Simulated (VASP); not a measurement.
# Ba (Im-3m) in VASP: relaxation of cell and atoms with PBE

Aim: the relaxation of cell and atoms of Ba with PBE.

All numbers are computed with VASP 6.6.1; they aren't measurements. Logs are shortened: lines on timing, memory, paths and dates and some standing lists are left out, and cuts for length are marked.

## 1. The cell of the first run

Symmetry: Im-3m, No. 229, cubic system. Conventional cell: a = 4.009 Å, b = 4.009 Å, c = 4.009 Å, α = 90.00°, β = 90.00°, γ = 90.00°. Within 4.6 Å of Ba (site symmetry m-3m) lie 14 Ba at 3.47 to 4.01 Å.

## 2. Relaxation of cell and atoms, PBE, target pressure 14 GPa, at which the enthalpy is minimised

File INCAR:

```
SYSTEM = Ba
PREC = Accurate
ENCUT = 600
EDIFF = 1E-7
ISMEAR = -1
SIGMA = 0.05
LREAL = .FALSE.
LASPH = .TRUE.
NELM = 60
ALGO = Normal
ISIF = 3
LWAVE = .FALSE.
LCHARG = .FALSE.
GGA = PE
IBRION = 2
NSW = 32
EDIFFG = -0.005
PSTRESS = 140.0
```

File KPOINTS:

```
regular mesh
0
G
  14 14 14
  0 0 0
```

File POSCAR:

```
Ba
1.0
   -2.0046607824      2.0046607824      2.0046607824
    2.0046607824     -2.0046607824      2.0046607824
    2.0046607824      2.0046607824     -2.0046607824
Ba
1
Direct
    0.0000000000      0.0000000000      0.0000000000
```

Potentials or basis: VASP PAW PBE potentials, release 64 (Ba_sv).

Started as:

```console
$ cat potpaw_PBE.64/Ba_sv/POTCAR > POTCAR
$ mpirun -np 1 vasp_std > vasp.out
```

OUTCAR:

```text
SYSTEM = Ba
   PREC = Accurate
   ENCUT = 600
   EDIFF = 1E-7
   ISMEAR = -1
   LREAL = .FALSE.
   LASPH = .TRUE.
   NELM = 60
   ISIF = 3
   GGA = PE
   IBRION = 2
   NSW = 32
   EDIFFG = -0.005
   PSTRESS = 140.0

 ion  position               nearest neighbor table
   1  0.000  0.000  0.000-

  LATTYP: Found a body centered cubic cell.
 ALAT       =     4.0093215648

  Lattice vectors:

 A1 = (  -2.0046607824,   2.0046607824,   2.0046607824)
 A2 = (   2.0046607824,  -2.0046607824,   2.0046607824)
 A3 = (   2.0046607824,   2.0046607824,  -2.0046607824)

Analysis of symmetry for initial positions (statically):
=====================================================================
 Subroutine PRICEL returns:
 Original cell was already a primitive cell.

 Routine SETGRP: Setting up the symmetry group for a
 body centered cubic supercell.

 Subroutine GETGRP returns: Found 48 space group operations
 (whereof 48 operations were pure point group operations)
 out of a pool of 48 trial point group operations.

The static configuration has the point symmetry O_h .

Analysis of symmetry for dynamics (positions and initial velocities):
=====================================================================
 Subroutine PRICEL returns:
 Original cell was already a primitive cell.

 Routine SETGRP: Setting up the symmetry group for a
 body centered cubic supercell.

 Subroutine GETGRP returns: Found 48 space group operations
 (whereof 48 operations were pure point group operations)
 out of a pool of 48 trial point group operations.

The dynamic configuration has the point symmetry O_h .

 Subroutine INISYM returns: Found 48 space group operations
 (whereof 48 operations are pure point group operations),
 and found     1 'primitive' translations

----------------------------------------------------------------------------------------

                                     Primitive cell

  volume of cell :      32.2242

  direct lattice vectors                    reciprocal lattice vectors
    -2.004660782  2.004660782  2.004660782     0.000000000  0.249418757  0.249418757
     2.004660782 -2.004660782  2.004660782     0.249418757  0.000000000  0.249418757
     2.004660782  2.004660782 -2.004660782     0.249418757  0.249418757  0.000000000

  length of vectors
     3.472174327  3.472174327  3.472174327     0.352731388  0.352731388  0.352731388

  position of ions in fractional coordinates (direct lattice)
     0.000000000  0.000000000  0.000000000

  ion indices of the primitive-cell ions
   primitive index   ion index
                 1           1

----------------------------------------------------------------------------------------

 KPOINTS: regular mesh

Automatic generation of k-mesh.
 Grid dimensions read from file:
 generate k-points for:   14   14   14

 Generating k-lattice:

  Cartesian coordinates                     Fractional coordinates (reciprocal lattice)
     0.000000000  0.017815625  0.017815625     0.071428571  0.000000000  0.000000000
     0.017815625  0.000000000  0.017815625     0.000000000  0.071428571  0.000000000
     0.017815625  0.017815625  0.000000000     0.000000000  0.000000000  0.071428571

  Length of vectors
     0.025195099  0.025195099  0.025195099

  Shift w.r.t. Gamma in fractional coordinates (k-lattice)
     0.000000000  0.000000000  0.000000000

 Subroutine IBZKPT returns following result:
 ===========================================

 Found    104 irreducible k-points:

 Following reciprocal coordinates:
            Coordinates               Weight
  0.000000  0.000000  0.000000      1.000000
  0.071429  0.000000  0.000000     12.000000
  0.142857  0.000000  0.000000     12.000000
  0.214286  0.000000  0.000000     12.000000
  0.285714  0.000000  0.000000     12.000000
  0.357143  0.000000  0.000000     12.000000
[... 16 lines left out ...]
  0.285714  0.285714  0.000000     24.000000
  0.357143  0.285714  0.000000     24.000000
 [... further k-points ...]
   k-points           NKPTS =    104   k-points in BZ     NKDIM =    104   number of bands    NBANDS=      9
   number of dos      NEDOS =    301   number of ions     NIONS =      1
   total plane-waves  NPLWV =  21952
   dimension x,y,z NGX =    28 NGY =   28 NGZ =   28
   dimension x,y,z NGXF=    56 NGYF=   56 NGZF=   56
   ions per type =               1
   NGX,Y,Z   is equivalent  to a cutoff of  13.41, 13.41, 13.41 a.u.
   NGXF,Y,Z  is equivalent  to a cutoff of  26.81, 26.81, 26.81 a.u.
 SYSTEM =  Ba
   PREC   = accura    normal or accurate (medium, high low for compatibility)
   ISTART =      0    job   : 0-new  1-cont  2-samecut
   ICHARG =      2    charge: 1-file 2-atom 10-const
   ISPIN  =      1    spin polarized calculation?
   LNONCOLLINEAR =      F non collinear calculations
   LSORBIT =      F    spin-orbit coupling
   LASPH  =      T    aspherical Exc in radial PAW
   ENCUT  =  600.0 eV  44.10 Ry    6.64 a.u.   6.93  6.93  6.93*2*pi/ulx,y,z
   NELM   =     60;   NELMIN=  2; NELMDL= -5     # of ELM steps
   EDIFF  = 0.1E-06   stopping-criterion for ELM
   LREAL  =      F    real-space projection
   EDIFFG = -.5E-02   stopping-criterion for IOM
   NSW    =     32    number of steps for IOM
   IBRION =      2    ionic relax: 0-MD 1-quasi-New 2-CG
   NFREE  =      1    steps in history (QN), initial steepest desc. (CG)
   ISIF   =      3    stress and relaxation
   ISYM   =      2    0-nonsym 1-usesym 2-fastsym
   POTIM  = 0.5000    time-step for ionic-motion
   TEBEG  =    0.0;   TEEND  =   0.0 temperature during run
   PSTRESS=  140.0 pullay stress
   NELECT =      10.0000    total number of electrons
   NUPDOWN=      -1.0000    fix difference up-down
   EMIN   =  10.00;   EMAX   =-10.00  energy-range for DOS
   EFERMI =   0.00;   METHOD = LEGACY
   ISMEAR =    -1;   SIGMA  =   0.05  broadening in eV -4-tet -1-fermi 0-gaus
   EFERMI_NEDOS =   21; number of points for ismear=-14 and -15
   IALGO  =     38    algorithm
   IMIX   =      4    mixing-type and parameters
     AMIX     =   0.40;   BMIX     =  1.00
     AMIX_MAG =   1.60;   BMIX_MAG =  1.00
  volume/ion in A,a.u.               =      32.22       217.46
  Fermi-wavevector in a.u.,A,eV,Ry     =   1.108359  2.094496 16.714220  1.228461
  Thomas-Fermi vector in A             =   2.244886
   LORBIT       =      0    0 simple, 1 ext, 2 COOP (PROOUT), +10 PAW based schemes
   GGA     = PE    functional components
   LHFCALC =     F    Hartree Fock is set to
   AEXX    =    0.0000 exact exchange contribution
   IVDW    =     0    specifies the selected vdW correction
   LEPSILON=     F    determine dielectric tensor
   LRPA    =     F    only Hartree local field effects (RPA)
 conjugate gradient relaxation of ions
 non-spin polarized calculation
  energy-cutoff  :      600.00
  volume of cell :       32.22
 maximum number of plane-waves:      1100
   NGX = 13   NGY = 13   NGZ = 13

--------------------------------------- Ionic step        1  -------------------------------------------

 number of electron      10.0000000 magnetization

 number of electron       9.9999999 magnetization

 Free energy of the ion-electron system (eV)
  ---------------------------------------------------
  ext. energy  EPLUGINS =         0.00000000
  ---------------------------------------------------
  free energy    TOTEN  =        -0.93877287 eV

  energy without entropy =       -0.93235888  energy(sigma->0) =       -0.93556588

------------------------ aborting loop because EDIFF is reached ----------------------------------------

  FORCE on cell =-STRESS in cart. coord.  units (eV):
  Direction    XX          YY          ZZ          XY          YZ          ZX
  --------------------------------------------------------------------------------------
  -------------------------------------------------------------------------------------
  Total        3.1728953      3.1728953      3.1728953      0.0000000      0.0000000      0.0000000
  in kB      157.7551874    157.7551874    157.7551874      0.0000000      0.0000000      0.0000000
  external PRESSURE =      17.7551874 kB  Pullay stress =     140.0000000 kB

 VOLUME and BASIS-vectors are now :
 -----------------------------------------------------------------------------
  energy-cutoff  :      600.00
  volume of cell :       32.22
      direct lattice vectors                 reciprocal lattice vectors
    -2.004660782  2.004660782  2.004660782     0.000000000  0.249418757  0.249418757
     2.004660782 -2.004660782  2.004660782     0.249418757  0.000000000  0.249418757
     2.004660782  2.004660782 -2.004660782     0.249418757  0.249418757  0.000000000
[... 44 lines left out ...]
  FREE ENERGIE OF THE ION-ELECTRON SYSTEM (eV)
  ---------------------------------------------------
  free  energy   TOTEN  =        -1.0924355063 eV

  energy  without entropy=       -1.0859929304  energy(sigma->0) =       -1.08921422

  enthalpy is  TOTEN    =         1.8714042845 eV   P V=        2.9638397908

--------------------------------------- Ionic step        3  -------------------------------------------

 number of electron      10.0000001 magnetization

 Free energy of the ion-electron system (eV)
  ---------------------------------------------------
  ext. energy  EPLUGINS =         0.00000000
  ---------------------------------------------------
  free energy    TOTEN  =        -1.05145686 eV

  energy without entropy =       -1.04520690  energy(sigma->0) =       -1.04833188

 E-fermi :   4.5638     XC(G=0):  -9.7654

 val. band max:        4.5543963948   @ k =  -0.3571  -0.3571   0.0714
 cond. band min:       4.5682315288   @ k =  -0.3571  -0.4286   0.1429
 fundamental gap:      0.0138351340
 Fermi energy:         4.5637899556

 k-point     1 :       0.0000    0.0000    0.0000
  band No.  band energies     occupation
      1     -24.0618      2.00000
      2      -7.8217      2.00000
      3      -7.8217      2.00000
      4      -7.8217      2.00000
      5       2.1899      2.00000
      6       6.8882      0.00000
      7       6.8882      0.00000
      8       6.8882      0.00000
      9       9.3895      0.00000

 k-point     2 :       0.0714    0.0000    0.0000
  band No.  band energies     occupation
      1     -24.0381      2.00000
      2      -7.9884      2.00000
      3      -7.8665      2.00000
      4      -7.8251      2.00000
      5       2.4166      2.00000
      6       6.7152      0.00000
      7       6.8216      0.00000
      8       7.1005      0.00000
      9       9.0425      0.00000
[... 253 lines left out ...]
 k-point    24 :       0.3571    0.2857    0.0000
  band No.  band energies     occupation
      1     -23.4816      2.00000
      2      -9.9318      2.00000
      3      -9.5410      2.00000
      4      -8.1863      2.00000
      5       4.2726      1.99411
      6       5.7328      0.00000
      7       6.4984      0.00000
      8       9.9609      0.00000
      9      10.7175      0.00000

 [... further k-points ...]

------------------------ aborting loop because EDIFF is reached ----------------------------------------

  FORCE on cell =-STRESS in cart. coord.  units (eV):
  Direction    XX          YY          ZZ          XY          YZ          ZX
  --------------------------------------------------------------------------------------
  -------------------------------------------------------------------------------------
  Total        2.9205743      2.9205743      2.9205743     -0.0000000      0.0000000     -0.0000000
  in kB      139.9364273    139.9364273    139.9364273     -0.0000000      0.0000000     -0.0000000
  external PRESSURE =      -0.0635727 kB  Pullay stress =     140.0000000 kB

 VOLUME and BASIS-vectors are now :
 -----------------------------------------------------------------------------
  energy-cutoff  :      600.00
  volume of cell :       33.44
      direct lattice vectors                 reciprocal lattice vectors
    -2.029532558  2.029532558  2.029532558     0.000000000  0.246362148  0.246362148
     2.029532558 -2.029532558  2.029532558     0.246362148  0.000000000  0.246362148
     2.029532558  2.029532558 -2.029532558     0.246362148  0.246362148  0.000000000

 POSITION                                       TOTAL-FORCE (eV/Angst)
 -----------------------------------------------------------------------------------
      0.00000     -0.00000      0.00000         0.000000     -0.000000      0.000000
 -----------------------------------------------------------------------------------
    total drift:                                0.000000     -0.000000      0.000000

  FREE ENERGIE OF THE ION-ELECTRON SYSTEM (eV)
  ---------------------------------------------------
  free  energy   TOTEN  =        -1.0514568593 eV

  energy  without entropy=       -1.0452068964  energy(sigma->0) =       -1.04833188

  enthalpy is  TOTEN    =         1.8704442480 eV   P V=        2.9219011073

 reached required accuracy - stopping structural energy minimisation
```

It took 92 s on 1 thread of Oxide Virtual Turin-like, shared host; peak memory 0.17 GiB.

Results:

| Item | Value |
| --- | --- |
| Free energy | -1.0515 eV |
| Relaxed volume | 33.44 Å³/atom |
| Relaxed cell | a = 3.515 Å, b = 3.515 Å, c = 3.515 Å, α = 109.47°, β = 109.47°, γ = 109.47° |
| Space group after relaxing (to 0.1 Å) | Im-3m (No. 229) |
| Energy change on relaxing (the run minimises the enthalpy) | -112.7 meV/atom |
| Ionic steps | 3 |
| Pressure after relaxing | 14.0 GPa |
| Band gap on the k mesh | zero (bands 5 and 6 overlap by 3.28 eV) |

The path:
```tsv
step	energy change (eV)	largest force (eV/Å)	pressure (GPa)	volume (Å³)
1	0.0000	0.0000	15.78	32.22
2	-0.1537	0.0000	13.37	33.92
3	-0.1127	0.0000	13.99	33.44
```

Final structure:
```xyz
1
Lattice="-2.0295 2.0295 2.0295 2.0295 -2.0295 2.0295 2.0295 2.0295 -2.0295" Properties=species:S:1:pos:R:3 pbc="T T T"
Ba    0.0000    0.0000    0.0000
```

Levels at points of the mesh, in eV from the Fermi level:
```csv
k point,band 1,band 2,band 3,band 4,band 5,band 6,band 7,band 8,band 9
"(0.00, 0.00, 0.00)",-28.63,-12.39,-12.39,-12.39,-2.37,2.32,2.32,2.32,4.83
"(0.50, 0.00, 0.00)",-28.11,-15.05,-13.19,-12.46,-1.64,0.14,4.67,5.33,6.22
"(0.50, 0.50, 0.50)",-27.77,-14.12,-14.12,-14.12,-2.12,-2.12,8.28,8.28,8.28
```

Caveat: the cell is relaxed towards a set pressure, so the run minimises the enthalpy, not the energy; spin-orbit coupling is left out, which moves the levels of the heavy elements.
